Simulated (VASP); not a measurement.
**Hf2ZrGe3: single point with PBE**

The system is Hf2ZrGe3.

```
Zr Hf Ge
1.0
     3.87012    0.00000    0.00000
     0.00000    3.87012    0.00000
     0.00000    0.00000   10.65502
Zr Hf Ge
1 2 3
Cartesian
  0.0000 0.0000 0.0000
  0.0000 0.0000 5.3275
  1.9351 1.9351 0.0000
  0.0000 0.0000 8.0292
  0.0000 0.0000 2.6258
  1.9351 1.9351 5.3275
```

The cell was built from a structure type or drawn by symmetry, and may not be a known phase.

```
Program                : VASP 6.6.1
Task                   : single point
Functional             : PBE
Potentials or basis    : VASP PAW PBE potentials, release 64 (Zr_sv, Hf_pv, Ge_d)
Cutoff                 : 500 eV
k mesh                 : 4 × 4 × 2
Occupations            : gaussian, width 0.2 eV
Spin                   : no spin polarisation
Dipole correction      : no
Further INCAR settings : ALGO = Normal; EDIFF = 1e-06; NBANDS = 46
```

| Quantity | Value |
| --- | --- |
| Pressure | -0.1 GPa |
| Largest force | 0.013 eV/Å |
| Band gap on the k mesh | zero (bands 37 and 38 overlap by 1.63 eV) |

Forces on the atoms (eV/Å):
```
Zr   0.000  0.000  0.000
Hf   0.000  0.000  0.000
Hf   0.000  0.000  0.000
Ge   0.000  0.000 -0.013
Ge   0.000  0.000  0.013
Ge   0.000  0.000  0.000
```

Stress tensor (GPa, compression positive):
```
-0.25  0.00  0.00
 0.00 -0.25  0.00
 0.00  0.00  0.23
```

Levels at points of the mesh, in eV from the Fermi level:
| k point | band 33 | band 34 | band 35 | band 36 | band 37 | band 38 | band 39 | band 40 | band 41 | band 42 |
| --- | --- | --- | --- | --- | --- | --- | --- | --- | --- | --- |
| (0.00, 0.00, 0.00) | -1.54 | -0.28 | -0.28 | -0.09 | 1.21 | 1.21 | 1.61 | 1.61 | 1.67 | 1.89 |
| (0.50, 0.00, 0.00) | -1.13 | -0.64 | -0.62 | -0.33 | 0.05 | 0.96 | 1.67 | 1.82 | 2.06 | 2.22 |
| (0.50, 0.50, 0.00) | -1.90 | -1.67 | -0.64 | -0.18 | -0.18 | -0.04 | -0.04 | 0.84 | 1.02 | 1.17 |
| (0.00, 0.00, 0.50) | -1.54 | -0.24 | -0.24 | -0.09 | 1.08 | 1.08 | 1.09 | 1.49 | 1.49 | 2.39 |
| (0.50, 0.00, 0.50) | -1.34 | -1.25 | -1.13 | -0.22 | 0.74 | 1.22 | 1.35 | 1.69 | 1.82 | 1.90 |
| (0.50, 0.50, 0.50) | -1.40 | -1.31 | -1.31 | -0.89 | -0.76 | -0.42 | 0.62 | 1.37 | 1.37 | 1.64 |

Run time: 110 s on 1 thread of Intel(R) Xeon(R) Platinum 8488C (Sapphire Rapids), with other jobs on the host, peak memory 0.27 GiB.

Caveat: the k points lie up to 0.41 Å⁻¹ apart, too coarse for converged energies and pressures of a metal; spin-orbit coupling is left out, which moves the levels of the heavy elements.
